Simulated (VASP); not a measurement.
# Sr (Fm-3m) in VASP: further runs, part 2 of 2

VASP 6.6.1. Earlier steps stand in the parts before.

### 3 Single point, PBE

This run uses another cell than the first one, of 54.61 Å³/atom, 1.202 times its volume.

File INCAR:

```
ALGO = Normal
EDIFF = 1E-6
ENCUT = 520
GGA = PE
ISIF = 2
ISMEAR = 0
LASPH = True
LCHARG = True
LELF = True
LREAL = False
LVHAR = True
LWAVE = False
NBANDS = 11
NELM = 100
PREC = Accurate
SIGMA = 0.1
```

File KPOINTS:

```
k-points
0
Gamma
  14 14 14
```

File POSCAR:

```
Sr
1.0
    0.0000000000      3.0112872403      3.0112872403
    3.0112872403      0.0000000000      3.0112872403
    3.0112872403      3.0112872403      0.0000000000
Sr
1
Direct
    0.0000000000      0.0000000000      0.0000000000
```

Potentials or basis: VASP PAW PBE potentials, release 64 (Sr_sv).

Launch:

```console
$ cat potpaw_PBE.64/Sr_sv/POTCAR > POTCAR
$ mpirun -np 1 vasp_std > vasp.out
```

OUTCAR:

```text
EDIFF = 1E-6
   ENCUT = 520
   GGA = PE
   ISIF = 2
   ISMEAR = 0
   LASPH = True
   LREAL = False
   NELM = 100
   PREC = Accurate

 ion  position               nearest neighbor table
   1  0.000  0.000  0.000-

  LATTYP: Found a face centered cubic cell.
 ALAT       =     6.0225744806

  Lattice vectors:

 A1 = (   0.0000000000,   3.0112872403,   3.0112872403)
 A2 = (   3.0112872403,   0.0000000000,   3.0112872403)
 A3 = (   3.0112872403,   3.0112872403,   0.0000000000)

Analysis of symmetry for initial positions (statically):
=====================================================================
 Subroutine PRICEL returns:
 Original cell was already a primitive cell.

 Routine SETGRP: Setting up the symmetry group for a
 face centered cubic supercell.

 Subroutine GETGRP returns: Found 48 space group operations
 (whereof 48 operations were pure point group operations)
 out of a pool of 48 trial point group operations.

The static configuration has the point symmetry O_h .

Analysis of symmetry for dynamics (positions and initial velocities):
=====================================================================
 Subroutine PRICEL returns:
 Original cell was already a primitive cell.

 Routine SETGRP: Setting up the symmetry group for a
 face centered cubic supercell.

 Subroutine GETGRP returns: Found 48 space group operations
 (whereof 48 operations were pure point group operations)
 out of a pool of 48 trial point group operations.

The dynamic configuration has the point symmetry O_h .

 Subroutine INISYM returns: Found 48 space group operations
 (whereof 48 operations are pure point group operations),
 and found     1 'primitive' translations

----------------------------------------------------------------------------------------

                                     Primitive cell

  volume of cell :      54.6118

  direct lattice vectors                    reciprocal lattice vectors
     0.000000000  3.011287240  3.011287240    -0.166041948  0.166041948  0.166041948
[... 106 lines left out ...]
  Fermi-wavevector in a.u.,A,eV,Ry     =   0.929635  1.756756 11.758454  0.864222
  Thomas-Fermi vector in A             =   2.055939
   LORBIT       =      0    0 simple, 1 ext, 2 COOP (PROOUT), +10 PAW based schemes
   GGA     = PE    functional components
   LHFCALC =     F    Hartree Fock is set to
   AEXX    =    0.0000 exact exchange contribution
   IVDW    =     0    specifies the selected vdW correction
   LEPSILON=     F    determine dielectric tensor
   LRPA    =     F    only Hartree local field effects (RPA)
 non-spin polarized calculation
 Gauss-broadening in eV      SIGMA  =   0.10
  energy-cutoff  :      520.00
  volume of cell :       54.61
 maximum number of plane-waves:      1483
   NGX = 15   NGY = 15   NGZ = 15

 number of electron      10.0000000 magnetization

 Free energy of the ion-electron system (eV)
  ---------------------------------------------------
  ext. energy  EPLUGINS =         0.00000000
  ---------------------------------------------------
  free energy    TOTEN  =        -1.64128609 eV

  energy without entropy =       -1.63446013  energy(sigma->0) =       -1.63787311

 E-fermi :   1.6216     XC(G=0):  -7.3713

 val. band max:        1.6150100045   @ k =  -0.2857   0.5000   0.2143
 cond. band min:       1.6260972880   @ k =  -0.3571   0.2857   0.1429
 fundamental gap:      0.0110872835
 Fermi energy:         1.6215602249

 k-point     1 :       0.0000    0.0000    0.0000
  band No.  band energies     occupation
      1     -35.0002      2.00000
      2     -16.8867      2.00000
      3     -16.8867      2.00000
      4     -16.8867      2.00000
      5      -2.0482      2.00000
      6       3.9580      0.00000
      7       3.9580      0.00000
      8       3.9580      0.00000
      9       5.4343      0.00000
     10       5.4343      0.00000
     11       8.7340      0.00000
[... 309 lines left out ...]
 k-point    24 :       0.2857    0.1429    0.0000
  band No.  band energies     occupation
      1     -34.9917      2.00000
      2     -16.9870      2.00000
      3     -16.9143      2.00000
      4     -16.9122      2.00000
      5      -0.9171      2.00000
      6       2.8084      0.00000
      7       3.8538      0.00000
      8       4.3191      0.00000
      9       4.8680      0.00000
     10       5.8482      0.00000
     11       9.0137      0.00000

 [... further k-points ...]
[... 5 lines left out ...]
  --------------------------------------------------------------------------------------
  -------------------------------------------------------------------------------------
  Total        0.0144633      0.0144633      0.0144633      0.0000000      0.0000000     -0.0000000
  in kB        0.4243183      0.4243183      0.4243183      0.0000000      0.0000000     -0.0000000
  external PRESSURE =       0.4243183 kB  Pullay stress =       0.0000000 kB

 VOLUME and BASIS-vectors are now :
 -----------------------------------------------------------------------------
  energy-cutoff  :      520.00
  volume of cell :       54.61
      direct lattice vectors                 reciprocal lattice vectors
     0.000000000  3.011287240  3.011287240    -0.166041948  0.166041948  0.166041948
     3.011287240  0.000000000  3.011287240     0.166041948 -0.166041948  0.166041948
     3.011287240  3.011287240  0.000000000     0.166041948  0.166041948 -0.166041948

 POSITION                                       TOTAL-FORCE (eV/Angst)
 -----------------------------------------------------------------------------------
      0.00000      0.00000      0.00000         0.000000     -0.000000      0.000000
 -----------------------------------------------------------------------------------
    total drift:                                0.000000      0.000000      0.000000

  FREE ENERGIE OF THE ION-ELECTRON SYSTEM (eV)
  ---------------------------------------------------
  free  energy   TOTEN  =        -1.6412860869 eV

  energy  without entropy=       -1.6344601303  energy(sigma->0) =       -1.63787311
```

OSZICAR:

```text
N       E                     dE             d eps       ncg     rms          rms(c)
DAV:   1     0.357247839755E+02    0.35725E+02   -0.47480E+03  2288   0.784E+02
DAV:   2     0.330633459794E-01   -0.35692E+02   -0.35054E+02  2711   0.149E+02
DAV:   3    -0.154758141665E+01   -0.15806E+01   -0.15592E+01  3264   0.237E+01
DAV:   4    -0.163712916037E+01   -0.89548E-01   -0.89406E-01  2989   0.513E+00
DAV:   5    -0.164001533056E+01   -0.28862E-02   -0.28861E-02  3269   0.691E-01    0.113E+01
DAV:   6    -0.164079883195E+01   -0.78350E-03   -0.65594E-03  2630   0.921E-01    0.637E+00
DAV:   7    -0.164127718199E+01   -0.47835E-03   -0.11419E-02  2500   0.120E+00    0.281E-01
DAV:   8    -0.164125756896E+01    0.19613E-04   -0.12993E-03  3553   0.213E-01    0.652E-02
DAV:   9    -0.164127653481E+01   -0.18966E-04   -0.14723E-05  2748   0.322E-02    0.279E-02
DAV:  10    -0.164128667582E+01   -0.10141E-04   -0.44674E-06  2699   0.186E-02    0.428E-03
DAV:  11    -0.164128608695E+01    0.58887E-06   -0.27173E-07  1624   0.457E-03
   1 F= -.16412861E+01 E0= -.16378731E+01  d E =-.682596E-02
```

stdout:

```text
POSCAR found type information on POSCAR Sr
 POSCAR found :  1 types and       1 ions
 scaLAPACK will be used
 LDA part: xc-table for (Slater+PW92), standard interpolation
 POSCAR, INCAR and KPOINTS ok, starting setup
 FFT: planning ... GRIDC
 FFT: planning ... GRID_SOFT
 FFT: planning ... GRID
 WAVECAR not read
 entering main loop
```

Wall time 30 s (1 thread of Intel Xeon Platinum 8259CL at 2.50GHz (Skylake/Cascade Lake), shared host); peak memory 0.21 GiB.

Results:

| Quantity | Value |
| --- | --- |
| Free energy | -1.6413 eV |
| Pressure | 0.0 GPa |
| Band gap on the k mesh | zero (band 5 reaches 1.65 eV, above the bottom of band 6 at 1.63 eV) |

### 4 Relaxation of cell and atoms, PBE

File INCAR:

```
SYSTEM = Sr
PREC = Accurate
ENCUT = 600
EDIFF = 1E-6
ISMEAR = 0
SIGMA = 0.1
LREAL = .False.
LASPH = .True.
NELM = 100
ALGO = Normal
ISIF = 3
LWAVE = .False.
LCHARG = .False.
GGA = PE
IBRION = 2
NSW = 80
EDIFFG = -0.01
```

File KPOINTS:

```
regular mesh
0
Gamma
  14 14 14
  0 0 0
```

File POSCAR:

```
Sr
1.0
    0.0000000000      2.8325057364      2.8325057364
    2.8325057364      0.0000000000      2.8325057364
    2.8325057364      2.8325057364      0.0000000000
Sr
1
Direct
    0.0000000000      0.0000000000      0.0000000000
```

Potentials or basis: VASP PAW PBE potentials, release 64 (Sr_sv).

Launch:

```console
$ cat potpaw_PBE.64/Sr_sv/POTCAR > POTCAR
$ mpirun -np 1 vasp_std > vasp.out
```

OUTCAR:

```text
SYSTEM = Sr
   PREC = Accurate
   ENCUT = 600
   EDIFF = 1E-6
   ISMEAR = 0
   LREAL = .False.
   LASPH = .True.
   NELM = 100
   ISIF = 3
   GGA = PE
   IBRION = 2
   NSW = 80
   EDIFFG = -0.01

 ion  position               nearest neighbor table
   1  0.000  0.000  0.000-

  LATTYP: Found a face centered cubic cell.
 ALAT       =     5.6650114728

  Lattice vectors:

 A1 = (   0.0000000000,   2.8325057364,   2.8325057364)
 A2 = (   2.8325057364,   0.0000000000,   2.8325057364)
 A3 = (   2.8325057364,   2.8325057364,   0.0000000000)

Analysis of symmetry for initial positions (statically):
=====================================================================
 Subroutine PRICEL returns:
 Original cell was already a primitive cell.

 Routine SETGRP: Setting up the symmetry group for a
 face centered cubic supercell.

 Subroutine GETGRP returns: Found 48 space group operations
 (whereof 48 operations were pure point group operations)
 out of a pool of 48 trial point group operations.

[... 167 lines left out ...]
  --------------------------------------------------------------------------------------
  -------------------------------------------------------------------------------------
  Total        0.8556224      0.8556224      0.8556224     -0.0000000     -0.0000000      0.0000000
  in kB       30.1613208     30.1613208     30.1613208     -0.0000000     -0.0000000      0.0000000
  external PRESSURE =      30.1613208 kB  Pullay stress =       0.0000000 kB
[... 127 lines left out ...]
--------------------------------------- Ionic step        5  -------------------------------------------

 number of electron      10.0000000 magnetization

 Free energy of the ion-electron system (eV)
  ---------------------------------------------------
  ext. energy  EPLUGINS =         0.00000000
  ---------------------------------------------------
  free energy    TOTEN  =        -1.64103944 eV

  energy without entropy =       -1.63416971  energy(sigma->0) =       -1.63760457

 E-fermi :   1.6128     XC(G=0):  -7.3639

 val. band max:        1.6083106543   @ k =  -0.2857   0.5000   0.2143
 cond. band min:       1.6169908122   @ k =  -0.4286   0.2143   0.0000
 fundamental gap:      0.0086801579
 Fermi energy:         1.6127992198

 k-point     1 :       0.0000    0.0000    0.0000
  band No.  band energies     occupation
      1     -35.0135      2.00000
      2     -16.9004      2.00000
      3     -16.9004      2.00000
      4     -16.9004      2.00000
      5      -2.0528      2.00000
      6       3.9470      0.00000
      7       3.9470      0.00000
      8       3.9470      0.00000
      9       5.4195      0.00000
[... 265 lines left out ...]
 k-point    24 :       0.2857    0.1429    0.0000
  band No.  band energies     occupation
      1     -35.0050      2.00000
      2     -16.9998      2.00000
      3     -16.9277      2.00000
      4     -16.9256      2.00000
      5      -0.9240      2.00000
      6       2.7997      0.00000
      7       3.8432      0.00000
      8       4.3070      0.00000
      9       4.8545      0.00000

 [... further k-points ...]
[... 5 lines left out ...]
  --------------------------------------------------------------------------------------
  -------------------------------------------------------------------------------------
  Total        0.0066128      0.0066128      0.0066128      0.0000000     -0.0000000     -0.0000000
  in kB        0.1935322      0.1935322      0.1935322      0.0000000     -0.0000000     -0.0000000
  external PRESSURE =       0.1935322 kB  Pullay stress =       0.0000000 kB
[... 16 lines left out ...]
  FREE ENERGIE OF THE ION-ELECTRON SYSTEM (eV)
  ---------------------------------------------------
  free  energy   TOTEN  =        -1.6410394399 eV

  energy  without entropy=       -1.6341697098  energy(sigma->0) =       -1.63760457

 reached required accuracy - stopping structural energy minimisation
```

CONTCAR:

```text
Sr
   1.00000000000000
    -0.0000000000000000    3.0137245950663147    3.0137245950663147
     3.0137245950663147   -0.0000000000000000    3.0137245950663147
     3.0137245950663147    3.0137245950663147    0.0000000000000000
  Sr
     1
Direct
     0.0000000000000000    0.0000000000000000    0.0000000000000000

  0.00000000E+00  0.00000000E+00  0.00000000E+00
```

Run time: 1.7 min. Hardware: 1 thread of Intel Xeon Platinum 8259CL at 2.50GHz (Skylake/Cascade Lake), shared host; peak memory 0.22 GiB.

Results:

```
Free energy                            : -1.6410 eV
Relaxed volume                         : 54.74 Å³/atom
Relaxed cell                           : a = 4.262 Å, b = 4.262 Å, c = 4.262 Å, α = 60.00°, β = 60.00°, γ = 60.00°
Space group after relaxing (to 0.05 Å) : Fm-3m (No. 225)
Energy gained by relaxing              : 76.2 meV/atom
Ionic steps                            : 5
Pressure after relaxing                : 0.0 GPa
Band gap on the k mesh                 : zero (band 5 reaches 1.65 eV, above the bottom of band 6 at 1.62 eV)
```

Step by step:
| step | energy change (eV) | largest force (eV/Å) | pressure (GPa) | volume (Å³) |
| --- | --- | --- | --- | --- |
| 1 | 0.0000 | 0.0000 | 3.02 | 45.45 |
| 2 | -0.0674 | 0.0000 | 0.87 | 51.31 |
| 3 | -0.0741 | 0.0000 | -0.35 | 56.64 |
| 4 | -0.0762 | 0.0000 | -0.03 | 54.95 |
| 5 | -0.0762 | 0.0000 | 0.02 | 54.74 |

Final structure:
```
Sr
1.0
     0.00000    3.01372    3.01372
     3.01372    0.00000    3.01372
     3.01372    3.01372    0.00000
Sr
1
Direct
  0.00000 0.00000 0.00000
```

Caveat: the volume moved by over 15 % at a fixed basis, so the end points are rough.
